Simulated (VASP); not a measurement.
# Nb2B3C (P6/mmm) in VASP: further runs

The runs below take Nb2B3C through single point, relaxation of cell and atoms, with PBE.

Program: VASP 6.6.1. These are calculated values, not measurements. Logs are shortened: lines on timing, memory, paths and dates and some standing lists are left out, and cuts for length are marked.

### Step 1. The cell of the first run

Symmetry: P6/mmm, No. 191, hexagonal system. The conventional cell has a = 3.767 Å, b = 3.767 Å, c = 5.520 Å, α = 90.00°, β = 90.00°, γ = 120.00°. Within 2.9 Å of Nb (site symmetry -6m2) lie 3 C at 2.17 Å and 3 Nb at 2.17 Å and 6 B at 2.52 Å. Within 1.7 Å of B (site symmetry 6mm) lie 1 C at 1.26 Å and 1 B at 1.50 Å. B (site symmetry 6/mmm) has 2 B at 1.50 Å within 2.0 Å. Within 1.7 Å of C (site symmetry 6/mmm) lie 2 B at 1.26 Å.

### Step 2. Single point, PBE

File INCAR:

```
ALGO = Normal ; EDIFF = 1E-6
ENCUT = 520 ; GGA = PE
ISIF = 2 ; ISMEAR = 0
LASPH = True ; LCHARG = True
LELF = True ; LREAL = False
LVHAR = True ; LWAVE = False
NBANDS = 28 ; NELM = 80
PREC = Accurate ; SIGMA = 0.1
```

File KPOINTS:

```
k-points
0
Gamma
  6 6 4
```

File POSCAR:

```
Nb2B3C
1.0
    3.7665760900      0.0000000000      0.0000000000
   -1.8832880400      3.2619505800      0.0000000000
    0.0000000000      0.0000000000      5.5198842700
Nb B C
2 3 1
Direct
    0.3333333300      0.6666666700      0.0000000000
    0.6666666700      0.3333333300      0.0000000000
    0.0000000000      0.0000000000      0.7709387300
    0.0000000000      0.0000000000      0.2290612700
    0.0000000000      0.0000000000      0.5000000000
    0.0000000000      0.0000000000      0.0000000000
```

Potentials or basis: VASP PAW PBE potentials, release 64 (Nb_sv, B, C).

Command:

```bash
> cat potpaw_PBE.64/Nb_sv/POTCAR potpaw_PBE.64/B/POTCAR potpaw_PBE.64/C/POTCAR > POTCAR
> mpirun -np 1 vasp_std > vasp.out
```

OUTCAR:

```text
EDIFF = 1E-6
   ENCUT = 520
   GGA = PE
   ISIF = 2
   ISMEAR = 0
   LASPH = True
   LREAL = False
   NELM = 80
   PREC = Accurate

 ion  position               nearest neighbor table
   1  0.333  0.667  0.000-   6 2.17   2 2.17   2 2.17   6 2.17   6 2.17   2 2.17   4 2.52   3 2.52
                             3 2.52   4 2.52   3 2.52   4 2.52
   2  0.667  0.333  0.000-   6 2.17   1 2.17   1 2.17   6 2.17   6 2.17   1 2.17   4 2.52   3 2.52
                             4 2.52   3 2.52   4 2.52   3 2.52
   3  0.000  0.000  0.771-   6 1.26   5 1.50   1 2.52   2 2.52   1 2.52   2 2.52   2 2.52   1 2.52

   4  0.000  0.000  0.229-   6 1.26   5 1.50   1 2.52   2 2.52   1 2.52   2 2.52   2 2.52   1 2.52

   5  0.000  0.000  0.500-   3 1.50   4 1.50
   6  0.000  0.000  0.000-   3 1.26   4 1.26   1 2.17   2 2.17   1 2.17   2 2.17   2 2.17   1 2.17

  LATTYP: Found a hexagonal cell.
 ALAT       =     3.7665760900
 C/A-ratio  =     1.4654912414

  Lattice vectors:

 A1 = (   3.7665760900,   0.0000000000,   0.0000000000)
 A2 = (  -1.8832880400,   3.2619505800,   0.0000000000)
 A3 = (   0.0000000000,   0.0000000000,   5.5198842700)

Analysis of symmetry for initial positions (statically):
=====================================================================
 Subroutine PRICEL returns:
 Original cell was already a primitive cell.

 Routine SETGRP: Setting up the symmetry group for a
 hexagonal supercell.

 Subroutine GETGRP returns: Found 24 space group operations
 (whereof 24 operations were pure point group operations)
 out of a pool of 24 trial point group operations.

The static configuration has the point symmetry D_6h.

Analysis of symmetry for dynamics (positions and initial velocities):
=====================================================================
 Subroutine PRICEL returns:
 Original cell was already a primitive cell.

 Routine SETGRP: Setting up the symmetry group for a
 hexagonal supercell.

 Subroutine GETGRP returns: Found 24 space group operations
 (whereof 24 operations were pure point group operations)
 out of a pool of 24 trial point group operations.

The dynamic configuration has the point symmetry D_6h.

 Subroutine INISYM returns: Found 24 space group operations
 (whereof 24 operations are pure point group operations),
 and found     1 'primitive' translations

----------------------------------------------------------------------------------------

                                     Primitive cell

  volume of cell :      67.8194

  direct lattice vectors                    reciprocal lattice vectors
     3.766576090  0.000000000  0.000000000     0.265493110  0.153282518  0.000000000
    -1.883288040  3.261950580  0.000000000     0.000000000  0.306565037  0.000000000
     0.000000000  0.000000000  5.519884270     0.000000000  0.000000000  0.181163218

  length of vectors
     3.766576090  3.766576088  5.519884270     0.306565037  0.306565037  0.181163218

  position of ions in fractional coordinates (direct lattice)
     0.333333330  0.666666670  0.000000000
     0.666666670  0.333333330  0.000000000
     0.000000000  0.000000000  0.770938730
     0.000000000  0.000000000  0.229061270
     0.000000000  0.000000000  0.500000000
     0.000000000  0.000000000  0.000000000

  ion indices of the primitive-cell ions
   primitive index   ion index
                 1           1
                 2           2
                 3           3
                 4           4
                 5           5
                 6           6

----------------------------------------------------------------------------------------

 KPOINTS: k-points

Automatic generation of k-mesh.
 Grid dimensions read from file:
 generate k-points for:    6    6    4

 Generating k-lattice:

  Cartesian coordinates                     Fractional coordinates (reciprocal lattice)
     0.044248852  0.025547086  0.000000000     0.166666667  0.000000000  0.000000000
     0.000000000  0.051094173  0.000000000     0.000000000  0.166666667  0.000000000
     0.000000000  0.000000000  0.045290805     0.000000000  0.000000000  0.250000000

  Length of vectors
     0.051094173  0.051094173  0.045290805

  Shift w.r.t. Gamma in fractional coordinates (k-lattice)
     0.000000000  0.000000000  0.000000000

 Subroutine IBZKPT returns following result:
 ===========================================

 Found     21 irreducible k-points:

 Following reciprocal coordinates:
            Coordinates               Weight
  0.000000  0.000000  0.000000      1.000000
  0.166667  0.000000  0.000000      6.000000
  0.333333  0.000000  0.000000      6.000000
  0.500000  0.000000  0.000000      3.000000
  0.166667  0.166667  0.000000      6.000000
  0.333333  0.166667  0.000000     12.000000
[... 13 lines left out ...]
  0.333333  0.166667  0.500000     12.000000
  0.333333  0.333333  0.500000      2.000000
   k-points           NKPTS =     21   k-points in BZ     NKDIM =     21   number of bands    NBANDS=     28
   number of dos      NEDOS =    301   number of ions     NIONS =      6
   total plane-waves  NPLWV =  32928
   dimension x,y,z NGX =    28 NGY =   28 NGZ =   42
   dimension x,y,z NGXF=    56 NGYF=   56 NGZF=   84
   ions per type =               2   3   1
   NGX,Y,Z   is equivalent  to a cutoff of  12.36, 12.36, 12.65 a.u.
   NGXF,Y,Z  is equivalent  to a cutoff of  24.72, 24.72, 25.30 a.u.
 SYSTEM =  unknown system
   PREC   = accura    normal or accurate (medium, high low for compatibility)
   ISTART =      0    job   : 0-new  1-cont  2-samecut
   ICHARG =      2    charge: 1-file 2-atom 10-const
   ISPIN  =      1    spin polarized calculation?
   LNONCOLLINEAR =      F non collinear calculations
   LSORBIT =      F    spin-orbit coupling
   LASPH  =      T    aspherical Exc in radial PAW
   ENCUT  =  520.0 eV  38.22 Ry    6.18 a.u.   7.00  7.00 10.26*2*pi/ulx,y,z
   NELM   =     80;   NELMIN=  2; NELMDL= -5     # of ELM steps
   EDIFF  = 0.1E-05   stopping-criterion for ELM
   LREAL  =      F    real-space projection
   EDIFFG = 0.1E-04   stopping-criterion for IOM
   NSW    =      0    number of steps for IOM
   IBRION =     -1    ionic relax: 0-MD 1-quasi-New 2-CG
   NFREE  =      0    steps in history (QN), initial steepest desc. (CG)
   ISIF   =      2    stress and relaxation
   ISYM   =      2    0-nonsym 1-usesym 2-fastsym
   POTIM  = 0.5000    time-step for ionic-motion
   TEBEG  =    0.0;   TEEND  =   0.0 temperature during run
   PSTRESS=    0.0 pullay stress
   NELECT =      39.0000    total number of electrons
   NUPDOWN=      -1.0000    fix difference up-down
   EMIN   =  10.00;   EMAX   =-10.00  energy-range for DOS
   EFERMI =   0.00;   METHOD = LEGACY
   ISMEAR =     0;   SIGMA  =   0.10  broadening in eV -4-tet -1-fermi 0-gaus
   EFERMI_NEDOS =   21; number of points for ismear=-14 and -15
   IALGO  =     38    algorithm
   IMIX   =      4    mixing-type and parameters
     AMIX     =   0.40;   BMIX     =  1.00
     AMIX_MAG =   1.60;   BMIX_MAG =  1.00
  volume/ion in A,a.u.               =      11.30        76.28
  Fermi-wavevector in a.u.,A,eV,Ry     =   1.361377  2.572629 25.216313  1.853347
  Thomas-Fermi vector in A             =   2.487958
   LORBIT       =      0    0 simple, 1 ext, 2 COOP (PROOUT), +10 PAW based schemes
   GGA     = PE    functional components
   LHFCALC =     F    Hartree Fock is set to
   AEXX    =    0.0000 exact exchange contribution
   IVDW    =     0    specifies the selected vdW correction
   LEPSILON=     F    determine dielectric tensor
   LRPA    =     F    only Hartree local field effects (RPA)
 non-spin polarized calculation
 Gauss-broadening in eV      SIGMA  =   0.10
  energy-cutoff  :      520.00
  volume of cell :       67.82
 maximum number of plane-waves:      1840
 NGX is ok and might be reduce to    28
   NGX = 13   NGY = 13   NGZ = 21

 number of electron      38.9999999 magnetization

 Free energy of the ion-electron system (eV)
  ---------------------------------------------------
  ext. energy  EPLUGINS =         0.00000000
  ---------------------------------------------------
  free energy    TOTEN  =       -36.41093372 eV

  energy without entropy =      -36.39683485  energy(sigma->0) =      -36.40388429

 E-fermi :   8.4237     XC(G=0): -11.2553

 val. band max:        8.3806569064   @ k =   0.3333   0.1667   0.0000
 cond. band min:       8.4406130294   @ k =   0.5000   0.0000   0.5000
 fundamental gap:      0.0599561231
 Fermi energy:         8.4237263776

 k-point     1 :       0.0000    0.0000    0.0000
  band No.  band energies     occupation
      1     -47.6499      2.00000
      2     -45.2939      2.00000
      3     -25.4081      2.00000
      4     -25.4081      2.00000
      5     -23.2352      2.00000
      6     -21.5123      2.00000
[... 20 lines left out ...]
     27      15.2900      0.00000
     28      16.1859      0.00000

 k-point     2 :       0.1667    0.0000    0.0000
  band No.  band energies     occupation
      1     -47.5292      2.00000
      2     -45.4566      2.00000
      3     -25.5491      2.00000
      4     -25.2167      2.00000
      5     -23.1384      2.00000
      6     -21.6211      2.00000
[... 20 lines left out ...]
     27      15.3035      0.00000
     28      15.6194      0.00000

 k-point     3 :       0.3333    0.0000    0.0000
  band No.  band energies     occupation
      1     -47.2089      2.00000
      2     -45.8593      2.00000
      3     -25.7974      2.00000
      4     -24.8152      2.00000
      5     -22.8861      2.00000
      6     -21.8972      2.00000
[... 523 lines left out ...]
      3     -26.0704      2.00000
      4     -24.2209      2.00000
      5     -22.6821      2.00000
      6     -22.2212      2.00000
[... 20 lines left out ...]
     27      15.1121      0.00000
     28      15.6402      0.00000

 k-point    21 :       0.3333    0.3333    0.5000
  band No.  band energies     occupation
      1     -46.5644      2.00000
      2     -46.5644      2.00000
      3     -26.2450      2.00000
      4     -23.1980      2.00000
      5     -23.1980      2.00000
      6     -22.4003      2.00000
[... 20 lines left out ...]
     27      16.3929      0.00000
     28      16.4237      0.00000

------------------------ aborting loop because EDIFF is reached ----------------------------------------

  FORCE on cell =-STRESS in cart. coord.  units (eV):
  Direction    XX          YY          ZZ          XY          YZ          ZX
  --------------------------------------------------------------------------------------
  -------------------------------------------------------------------------------------
  Total       40.2537635     40.2537635     36.1521277      0.0000001      0.0000000     -0.0000000
  in kB      950.9615965    950.9615969    854.0638693      0.0000015      0.0000000     -0.0000000
  external PRESSURE =     918.6623542 kB  Pullay stress =       0.0000000 kB

 VOLUME and BASIS-vectors are now :
 -----------------------------------------------------------------------------
  energy-cutoff  :      520.00
  volume of cell :       67.82
      direct lattice vectors                 reciprocal lattice vectors
     3.766576090  0.000000000  0.000000000     0.265493110  0.153282518  0.000000000
    -1.883288040  3.261950580  0.000000000     0.000000000  0.306565037  0.000000000
     0.000000000  0.000000000  5.519884270     0.000000000  0.000000000  0.181163218

 POSITION                                       TOTAL-FORCE (eV/Angst)
 -----------------------------------------------------------------------------------
     -0.00000      2.17463      0.00000         0.000000      0.000000      0.000000
      1.88329      1.08732      0.00000        -0.000000      0.000000      0.000000
      0.00000      0.00000      4.25549        -0.000000     -0.000000    -10.556808
      0.00000      0.00000      1.26439         0.000000      0.000000     10.556808
      0.00000      0.00000      2.75994        -0.000000      0.000000      0.000000
      0.00000      0.00000      0.00000        -0.000000      0.000000      0.000000
 -----------------------------------------------------------------------------------
    total drift:                                0.000000      0.000000     -0.000000

  FREE ENERGIE OF THE ION-ELECTRON SYSTEM (eV)
  ---------------------------------------------------
  free  energy   TOTEN  =       -36.4109337224 eV

  energy  without entropy=      -36.3968348537  energy(sigma->0) =      -36.40388429
```

Run time: 47 s. Hardware: 1 thread of Intel Xeon 6975P-C, shared host; peak memory 0.19 GiB.

Results:

```yaml
Free_energy: -36.4109 eV
Pressure: 91.9 GPa
Largest_force: 10.557 eV/Å
```

Forces on the atoms (eV/Å):
```
Nb    0.000   0.000   0.000
Nb    0.000   0.000   0.000
B     0.000   0.000 -10.557
B     0.000   0.000  10.557
B     0.000   0.000   0.000
C     0.000   0.000   0.000
```

Stress tensor (GPa, compression positive):
```
95.10  0.00  0.00
 0.00 95.10  0.00
 0.00  0.00 85.41
```

Levels at points of the mesh, in eV from the Fermi level:
```csv
k point,band 15,band 16,band 17,band 18,band 19,band 20,band 21,band 22,band 23,band 24
"(0.00, 0.00, 0.00)",-2.67,-2.67,-1.54,-1.47,-1.47,0.91,0.91,1.45,1.45,3.92
"(0.50, 0.00, 0.00)",-5.00,-3.36,-2.98,-2.24,-0.81,0.22,1.12,2.12,2.22,4.09
"(0.00, 0.00, 0.50)",-2.69,-2.69,-2.32,-2.32,-0.97,1.46,1.46,3.46,3.46,4.06
"(0.50, 0.00, 0.50)",-5.26,-3.93,-2.98,-1.89,0.02,0.35,1.03,1.56,1.95,3.83
```

Caveat: forces of over 1 eV/Å act on the atoms, so gaps and moduli don't describe the material at rest.

### Step 3. Single point, PBE

This run uses another cell than the first one, of 16.25 Å³/atom, 1.438 times its volume.

File INCAR:

```
  PREC = Accurate
  ENCUT = 520
  EDIFF = 1E-7
  ISMEAR = 0
  SIGMA = 0.1
  LREAL = False
  LASPH = True
  NELM = 60
  ALGO = Normal
  ISIF = 2
  LWAVE = False
  LCHARG = False
  GGA = PE
  NBANDS = 28
```

File KPOINTS:

```
Automatic mesh
0
Gamma
  6 6 4
```

File POSCAR:

```
Nb2B3C
1.0
    4.3311754795     -0.0000000033      0.0000000000
   -2.1655877369      3.7509079951      0.0000000000
    0.0000000000      0.0000000000      6.0019629706
Nb B C
2 3 1
Direct
    0.3333333333      0.6666666667      0.0000000000
    0.6666666667      0.3333333333      0.0000000000
    0.0000000000      0.0000000000      0.7588739576
    0.0000000000      0.0000000000      0.2411260424
    0.0000000000      0.0000000000      0.5000000000
    0.0000000000      0.0000000000      0.0000000000
```

Potentials or basis: VASP PAW PBE potentials, release 64 (Nb_sv, B, C).

Command:

```bash
> cat potpaw_PBE.64/Nb_sv/POTCAR potpaw_PBE.64/B/POTCAR potpaw_PBE.64/C/POTCAR > POTCAR
> mpirun -np 1 vasp_std > vasp.out
```

OUTCAR:

```text
PREC = Accurate
   ENCUT = 520
   EDIFF = 1E-7
   ISMEAR = 0
   LREAL = False
   LASPH = True
   NELM = 60
   ISIF = 2
   GGA = PE

 ion  position               nearest neighbor table
   1  0.333  0.667  0.000-   2 2.50   2 2.50   6 2.50   6 2.50   6 2.50   2 2.50
   2  0.667  0.333  0.000-   1 2.50   1 2.50   6 2.50   6 2.50   6 2.50   1 2.50
   3  0.000  0.000  0.759-   6 1.45   5 1.55
   4  0.000  0.000  0.241-   6 1.45   5 1.55
   5  0.000  0.000  0.500-   3 1.55   4 1.55
   6  0.000  0.000  0.000-   3 1.45   4 1.45   1 2.50   2 2.50   1 2.50   2 2.50   2 2.50   1 2.50

  LATTYP: Found a hexagonal cell.
 ALAT       =     4.3311754795
 C/A-ratio  =     1.3857584388

  Lattice vectors:

 A1 = (   4.3311754795,  -0.0000000033,   0.0000000000)
 A2 = (  -2.1655877369,   3.7509079951,   0.0000000000)
 A3 = (   0.0000000000,   0.0000000000,   6.0019629706)

Analysis of symmetry for initial positions (statically):
=====================================================================
 Subroutine PRICEL returns:
[... 177 lines left out ...]
 val. band max:        4.8518083545   @ k =   0.3333   0.1667   0.0000
 cond. band min:       4.8808087993   @ k =   0.5000   0.0000   0.5000
 fundamental gap:      0.0290004447
 Fermi energy:         4.8622353424

 k-point     1 :       0.0000    0.0000    0.0000
  band No.  band energies     occupation
      1     -50.1081      2.00000
      2     -49.4568      2.00000
      3     -26.8900      2.00000
      4     -26.8900      2.00000
      5     -26.1980      2.00000
      6     -25.6618      2.00000
[... 640 lines left out ...]
     27      10.6893      0.00000
     28      11.4284      0.00000

------------------------ aborting loop because EDIFF is reached ----------------------------------------

  FORCE on cell =-STRESS in cart. coord.  units (eV):
  Direction    XX          YY          ZZ          XY          YZ          ZX
  --------------------------------------------------------------------------------------
  -------------------------------------------------------------------------------------
  Total        0.0162411      0.0162411     -0.0098028     -0.0000000      0.0000000      0.0000000
  in kB        0.2668651      0.2668651     -0.1610736     -0.0000000      0.0000000      0.0000000
  external PRESSURE =       0.1242189 kB  Pullay stress =       0.0000000 kB

 VOLUME and BASIS-vectors are now :
 -----------------------------------------------------------------------------
  energy-cutoff  :      520.00
  volume of cell :       97.51
      direct lattice vectors                 reciprocal lattice vectors
     4.331175479 -0.000000003  0.000000000     0.230884203  0.133301057  0.000000000
    -2.165587737  3.750907995  0.000000000     0.000000000  0.266602114  0.000000000
     0.000000000  0.000000000  6.001962971     0.000000000  0.000000000  0.166612158

 POSITION                                       TOTAL-FORCE (eV/Angst)
 -----------------------------------------------------------------------------------
      0.00000      2.50061      0.00000        -0.000000      0.000000      0.000000
      2.16559      1.25030      0.00000         0.000000     -0.000000      0.000000
      0.00000      0.00000      4.55473         0.000000      0.000000     -0.022003
      0.00000      0.00000      1.44723         0.000000      0.000000      0.022003
      0.00000      0.00000      3.00098         0.000000      0.000000      0.000000
      0.00000      0.00000      0.00000         0.000000      0.000000      0.000000
 -----------------------------------------------------------------------------------
    total drift:                               -0.000000      0.000000     -0.000000

  FREE ENERGIE OF THE ION-ELECTRON SYSTEM (eV)
  ---------------------------------------------------
  free  energy   TOTEN  =       -43.3197390943 eV

  energy  without entropy=      -43.2977961768  energy(sigma->0) =      -43.30876764
```

Wall time 67 s (1 thread of Intel Xeon 6975P-C, shared host); peak memory 0.24 GiB.

What came out:

```
Free energy   : -43.3197 eV
Pressure      : 0.0 GPa
Largest force : 0.022 eV/Å
```

Forces on the atoms (eV/Å):
```
Nb   0.000  0.000  0.000
Nb   0.000  0.000  0.000
B    0.000  0.000 -0.022
B    0.000  0.000  0.022
B    0.000  0.000  0.000
C    0.000  0.000  0.000
```

(Continued in part 2 of 2.)
